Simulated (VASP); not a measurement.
Crystal: PtAu2Se4.

```
CELL_PARAMETERS angstrom
5.39100 0.00000 0.00000
-2.69550 4.66875 0.00000
0.00000 0.00000 7.66025
ATOMIC_POSITIONS crystal
Pt 0.33333 0.66667 0.00000
Se 0.15190 0.84810 0.50000
Se 0.15190 0.30379 0.50000
Se 0.69621 0.84810 0.50000
Se 0.66667 0.33333 0.50000
Au 0.00000 0.00000 0.82222
Au 0.00000 0.00000 0.17778
```

The cell was built from a structure type or drawn by symmetry, and may not be a known phase.

- Program: VASP 6.6.1
- Task: relaxation of cell and atoms
- Functional: PBE
- Potentials or basis: VASP PAW PBE potentials, release 64 (Pt, Se, Au)
- Cutoff: 600 eV
- k mesh: 3 × 3 × 2
- Occupations: gaussian, width 0.15 eV
- Spin: no spin polarisation

At the start: pressure 2.1 GPa; volume 27.54 Å³/atom.

Problem. Where does the relaxation end?

Solution. Over 20 steps the energy falls by 253.4 meV/atom and the volume is 26.08 Å³/atom (-5.3 %); space group P-6m2 (No. 187, to 0.1 Å) before and after.

The path:
| step | energy change (eV) | largest force (eV/Å) | pressure (GPa) | volume (Å³) |
| --- | --- | --- | --- | --- |
| 1 | 0.0000 | 2.1650 | 2.08 | 192.80 |
| 2 | -0.7969 | 1.0709 | -3.08 | 202.37 |
| 3 | -0.7970 | 0.9441 | -2.98 | 202.02 |
| 4 | -1.1727 | 1.5313 | -1.00 | 189.16 |
| 5 | -1.3360 | 2.3168 | 2.82 | 175.59 |
| 6 | -1.4862 | 1.1252 | 3.23 | 173.19 |
| 7 | -1.5253 | 0.0763 | 4.14 | 170.59 |
| 8 | -1.6305 | 0.0538 | 2.18 | 175.12 |
| 9 | -1.6770 | 0.1489 | -1.27 | 185.61 |
| 10 | -1.6873 | 0.1355 | -0.42 | 182.65 |
| 11 | -1.6874 | 0.1338 | -0.33 | 182.35 |
| 12 | -1.6991 | 0.0303 | -0.33 | 182.32 |
| 13 | -1.7094 | 0.4568 | -0.28 | 182.23 |
| 14 | -1.7199 | 0.3542 | -0.06 | 181.61 |
| 15 | -1.7358 | 0.3502 | 0.72 | 179.70 |
| 16 | -1.7458 | 0.3126 | 0.61 | 180.13 |
| 17 | -1.7646 | 0.1997 | 0.31 | 181.25 |
| 18 | -1.7639 | 0.3919 | -0.12 | 183.35 |
| 19 | -1.7708 | 0.2729 | 0.06 | 182.30 |
| 20 | -1.7738 | 0.0009 | -0.05 | 182.57 |

Final structure:
```
Pt Se Au
1.0
     5.94260    0.00000    0.00000
    -2.97130    5.14644    0.00000
     0.00000    0.00000    5.96949
Pt Se Au
1 4 2
Direct
  0.33333 0.66667 0.00000
  0.18754 0.81246 0.50000
  0.18754 0.37508 0.50000
  0.62492 0.81246 0.50000
  0.66667 0.33333 0.50000
  0.00000 0.00000 0.78864
  0.00000 0.00000 0.21136
```

Caveat: the k points lie up to 0.53 Å⁻¹ apart in the final cell, too coarse for converged energies and pressures of a metal; a cell axis changed by over 15 % at a fixed basis, so the end point is rough.
